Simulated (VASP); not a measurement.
# Sn (I4_1/amd) in VASP: a series of runs, part 2 of 2

VASP 6.6.1.

## (3) Single point, PBE

INCAR

```
SYSTEM = Sn
ALGO = Normal ; EDIFF = 1E-6
ENCUT = 520 ; GGA = PE
ISIF = 2 ; ISMEAR = 0
LASPH = .TRUE. ; LCHARG = .FALSE.
LREAL = .FALSE. ; LWAVE = .FALSE.
NBANDS = 21 ; NELM = 100
PREC = Accurate ; SIGMA = 0.022
```

KPOINTS

```
k-points
0
G
  9 9 9
  0 0 0
```

POSCAR

```
Sn
1.0
   -2.9401404553      2.9401404553      1.5993019889
    2.9401404553     -2.9401404553      1.5993019889
    2.9401404553      2.9401404553     -1.5993019889
Sn
2
Direct
    0.0000000000      0.0000000000      0.0000000000
    0.7500000000      0.2500000000      0.5000000000
```

Potentials or basis: VASP PAW PBE potentials, release 64 (Sn_d).

Run with:

```bash
cat potpaw_PBE.64/Sn_d/POTCAR > POTCAR
mpirun -np 1 vasp_std > vasp.out
```

OUTCAR:

```text
SYSTEM = Sn
   EDIFF = 1E-6
   ENCUT = 520
   GGA = PE
   ISIF = 2
   ISMEAR = 0
   LASPH = .TRUE.
   LREAL = .FALSE.
   NELM = 100
   PREC = Accurate

 ion  position               nearest neighbor table
   1  0.000  0.000  0.000-   2 3.05   2 3.05   2 3.05   2 3.05
   2  0.750  0.250  0.500-   1 3.05   1 3.05   1 3.05   1 3.05

  LATTYP: Found a body centered tetragonal cell.
 ALAT       =     5.8802809106
 C/A-ratio  =     0.5439542815

  Lattice vectors:

 A1 = (  -2.9401404553,   2.9401404553,   1.5993019889)
[... 192 lines left out ...]
      4     -13.7543      2.00000
      5     -13.6126      2.00000
      6     -13.6126      2.00000
[... 565 lines left out ...]
     20      18.4363      0.00000
     21      18.9035      0.00000

 [... further k-points ...]
[... 5 lines left out ...]
  --------------------------------------------------------------------------------------
  -------------------------------------------------------------------------------------
  Total        0.5104103      0.5104103      0.4017508      0.0000000      0.0000000      0.0000000
  in kB       14.7877952     14.7877952     11.6396725      0.0000000      0.0000000      0.0000000
  external PRESSURE =      13.7384210 kB  Pullay stress =       0.0000000 kB

 VOLUME and BASIS-vectors are now :
 -----------------------------------------------------------------------------
  energy-cutoff  :      520.00
  volume of cell :       55.30
      direct lattice vectors                 reciprocal lattice vectors
    -2.940140455  2.940140455  1.599301989     0.000000000  0.170059903  0.312636390
     2.940140455 -2.940140455  1.599301989     0.170059903  0.000000000  0.312636390
     2.940140455  2.940140455 -1.599301989     0.170059903  0.170059903  0.000000000

 POSITION                                       TOTAL-FORCE (eV/Angst)
 -----------------------------------------------------------------------------------
      0.00000      0.00000      0.00000         0.000000     -0.000000      0.000000
      0.00000      2.94014      0.79965        -0.000000      0.000000     -0.000000
 -----------------------------------------------------------------------------------
    total drift:                               -0.000000      0.000000     -0.000000

  FREE ENERGIE OF THE ION-ELECTRON SYSTEM (eV)
  ---------------------------------------------------
  free  energy   TOTEN  =        -7.5971619627 eV

  energy  without entropy=       -7.5967415499  energy(sigma->0) =       -7.59695176
```

stdout:

```text
POSCAR found type information on POSCAR Sn
 POSCAR found :  1 types and       2 ions
 scaLAPACK will be used
 LDA part: xc-table for (Slater+PW92), standard interpolation
 POSCAR, INCAR and KPOINTS ok, starting setup
 FFT: planning ... GRIDC
 FFT: planning ... GRID_SOFT
 FFT: planning ... GRID
 WAVECAR not read
 entering main loop
```

It took 26 s on 1 thread of Intel Xeon 6975P-C (Granite Rapids), shared host; peak memory 0.23 GiB.

What came out:

| Property | Result |
| --- | --- |
| Free energy | -7.5972 eV |
| Pressure | 1.4 GPa |
| Band gap on the k mesh | zero (band 14 reaches 8.97 eV, above the bottom of band 15 at 5.01 eV) |

Caveat: spin-orbit coupling is left out, which moves the levels of the heavy elements.

## (4) Single point, PBEsol+D3(BJ)

This run uses another cell than the first one, of 25.75 Å³/atom, 0.931 times its volume.

INCAR

```
SYSTEM = Sn
  PREC = Accurate
  ENCUT = 520
  EDIFF = 1E-6
  ISMEAR = -1
  SIGMA = 0.05
  LREAL = .False.
  LASPH = .True.
  NELM = 60
  ALGO = Normal
  ISIF = 2
  LWAVE = .False.
  LCHARG = .False.
  GGA = PS
  IVDW = 12
  NBANDS = 21
```

KPOINTS

```
regular mesh
0
Gamma
  9 9 9
  0 0 0
```

POSCAR

```
Sn
1.0
   -2.8796855383      2.8796855383      1.5525314369
    2.8796855383     -2.8796855383      1.5525314369
    2.8796855383      2.8796855383     -1.5525314369
Sn
2
Direct
    0.0000000000      0.0000000000      0.0000000000
    0.7500000000      0.2500000000      0.5000000000
```

Potentials or basis: VASP PAW PBE potentials, release 64 (Sn_d).

Run with:

```bash
cat potpaw_PBE.64/Sn_d/POTCAR > POTCAR
mpirun -np 1 vasp_std > vasp.out
```

OUTCAR:

```text
SYSTEM = Sn
   PREC = Accurate
   ENCUT = 520
   EDIFF = 1E-6
   ISMEAR = -1
   LREAL = .False.
   LASPH = .True.
   NELM = 60
   ISIF = 2
   GGA = PS
   IVDW = 12
 IVDW          = 12

 ion  position               nearest neighbor table
   1  0.000  0.000  0.000-   2 2.98   2 2.98   2 2.98   2 2.98   2 3.70   2 3.70   2 3.70   2 3.70

   2  0.750  0.250  0.500-   1 2.98   1 2.98   1 2.98   1 2.98   1 3.70   1 3.70   1 3.70   1 3.70

  LATTYP: Found a body centered tetragonal cell.
 ALAT       =     5.7593710766
 C/A-ratio  =     0.5391322824

  Lattice vectors:

 A1 = (  -2.8796855383,   2.8796855383,   1.5525314369)
[... 764 lines left out ...]

 Edisp (eV)   -0.82117

 E8    (eV) :    -0.5785

  FORCE on cell =-STRESS in cart. coord.  units (eV):
  Direction    XX          YY          ZZ          XY          YZ          ZX
  --------------------------------------------------------------------------------------
  -------------------------------------------------------------------------------------
  Total      -0.01281    -0.01281    -0.01164     0.00000     0.00000     0.00000
  in kB      -0.39851    -0.39851    -0.36228     0.00000     0.00000     0.00000
  external pressure =       -0.39 kB  Pullay stress =        0.00 kB

 VOLUME and BASIS-vectors are now :
 -----------------------------------------------------------------------------
  energy-cutoff  :      520.00
  volume of cell :       51.50
      direct lattice vectors                 reciprocal lattice vectors
    -2.879685538  2.879685538  1.552531437     0.000000000  0.173630069  0.322054670
     2.879685538 -2.879685538  1.552531437     0.173630069  0.000000000  0.322054670
     2.879685538  2.879685538 -1.552531437     0.173630069  0.173630069  0.000000000

 POSITION                                       TOTAL-FORCE (eV/Angst)
 -----------------------------------------------------------------------------------
      0.00000      0.00000      0.00000        -0.000000     -0.000000      0.000000
      0.00000      2.87969      0.77627         0.000000      0.000000     -0.000000
 -----------------------------------------------------------------------------------
    total drift:                                0.000000     -0.000000      0.000000

  FREE ENERGIE OF THE ION-ELECTRON SYSTEM (eV)
  ---------------------------------------------------
  free  energy   TOTEN  =        -9.3193386430 eV

  energy  without entropy=       -9.3116729277  energy(sigma->0) =       -9.31550579
```

It took 18 s on 1 thread of Intel Xeon 6975P-C (Granite Rapids), shared host; peak memory 0.21 GiB.

Results:

| Item | Value |
| --- | --- |
| Free energy | -9.3193 eV |
| Pressure | 0.0 GPa |
| Band gap on the k mesh | zero (band 14 reaches 9.72 eV, above the bottom of band 15 at 5.48 eV) |
| Dispersion energy per atom | -0.411 eV |

Caveat: the PAW data sets were made with another functional, which shifts forces and pressure a little; spin-orbit coupling is left out, which moves the levels of the heavy elements; pairwise dispersion overbinds metals, which lowers pressure and volume.

## (5) The runs side by side

```csv
level,cell,smearing,gap on the mesh (eV),pressure (GPa)
PBE,"a = 4.455 Å, angles 97.4, 97.4, 137.9°, 2 atoms",gaussian 0.011 eV,none,1.4
PBE,"a = 4.455 Å, angles 97.4, 97.4, 137.9°, 2 atoms",gaussian 0.022 eV,none,1.4
PBEsol+D3(BJ),"a = 4.358 Å, angles 97.3, 97.3, 138.3°, 2 atoms",fermi-dirac 0.05 eV,none,0.0
```

Alike in all rows: task single point; potentials or basis VASP PAW PBE potentials, release 64 (Sn_d); no spin polarisation; k mesh 9 × 9 × 9; cutoff (eV) 520.

Caveats: spin-orbit coupling is left out, which moves the levels of the heavy elements; the PAW data sets were made with another functional, which shifts forces and pressure a little (some runs); pairwise dispersion overbinds metals, which lowers pressure and volume (some runs).

Total energies depend on the potentials used, so only differences within one code and one set of settings carry meaning.
